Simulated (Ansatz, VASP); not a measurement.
**Os in VASP and in Ansatz**

Contents of INCAR:

```
PREC     = Accurate       # precision mode
ENCUT    = 600            # plane-wave cutoff, eV
EDIFF    = 1E-6           # SCF threshold, eV
ISMEAR   = 0              # smearing method
SIGMA    = 0.1            # smearing width, eV
LREAL    = F              # projectors in reciprocal space
LASPH    = T              # aspherical terms in the spheres
NELM     = 60             # most SCF steps
ALGO     = Fast           # electronic algorithm
ISIF     = 3              # what is computed and relaxed
LWAVE    = F              # write WAVECAR
LCHARG   = F              # write CHGCAR
GGA      = PE             # functional
IBRION   = 2              # ionic algorithm
NSW      = 90             # ionic steps
EDIFFG   = -0.04          # ionic threshold
```

KPOINTS

```
Automatic mesh
0
Gamma
  6 6 4
```

Contents of POSCAR:

```
Os
1.0
    3.4265512802      0.0000000000      0.0000000000
   -1.7132756401      2.9674804561      0.0000000000
    0.0000000000      0.0000000000      5.6538096124
Os
4
Direct
    0.3333333333      0.6666666667      0.4375000000
    0.6666666667      0.3333333333      0.9375000000
    0.6666666667      0.3333333333      0.5625000000
    0.3333333333      0.6666666667      0.0625000000
```

Input for Ansatz:

```yaml
crystal:
  lattice:
    - [3.4265512802, 0.0, 0.0]
    - [-1.7132756401, 2.9674804561, 0.0]
    - [0.0, 0.0, 5.6538096124]
  atoms:
    - { symbol: Os, position: [0.3333333333, 0.6666666667, 0.4375] }
    - { symbol: Os, position: [0.6666666667, 0.3333333333, 0.9375] }
    - { symbol: Os, position: [0.6666666667, 0.3333333333, 0.5625] }
    - { symbol: Os, position: [0.3333333333, 0.6666666667, 0.0625] }
basis:
  ecutwfc: 420
kpoints:
  mp_grid: { grid: [6, 6, 4] }
hamiltonian:
  xc: pbe
scf:
  occupations: { method: gaussian, width: 0.1 }
  lower_state_search: "off"
output:
  forces: true
  stress: true
  eigenvalues: true
relax:
  adjacent_minimum: "off"
  f_tol: 0.04
  max_steps: 70
  cell: { stress_tol: 0.4 }
```

Alike in both runs: task relaxation of cell and atoms; functional PBE; k mesh 6 × 6 × 4; occupations gaussian, width 0.1 eV; no spin polarisation.

```csv
,VASP,Ansatz
version,VASP 6.6.1,Ansatz 0.2.0
potentials or method,"VASP PAW PBE potentials, release 64 (Os), cutoff 600 eV","scalar-relativistic, plane waves, PAW"
valence electrons in the cell,32,64
```

|  | VASP | Ansatz | Ansatz less VASP |
| --- | --- | --- | --- |
| gap on the k mesh at the Fermi level, each at its own relaxed structure (eV) | none | none | - |
| relaxed volume (Å³/atom) | 21.36 | 21.46 | +0.101 |
| relaxed length of the cell vector where the two differ most in proportion (Å) | 3.868 | 3.876 | +0.0081 |

A gap of «none» marks a metal or a gap that the smearing closes. VASP's potentials hold 32 valence electrons a cell and Ansatz's 64, so a difference there can come from the potentials and not from the codes.

Neither program's run includes spin-orbit coupling. Noted on VASP's run: the volume moved by over 15 % at a fixed basis, so the end points are rough.
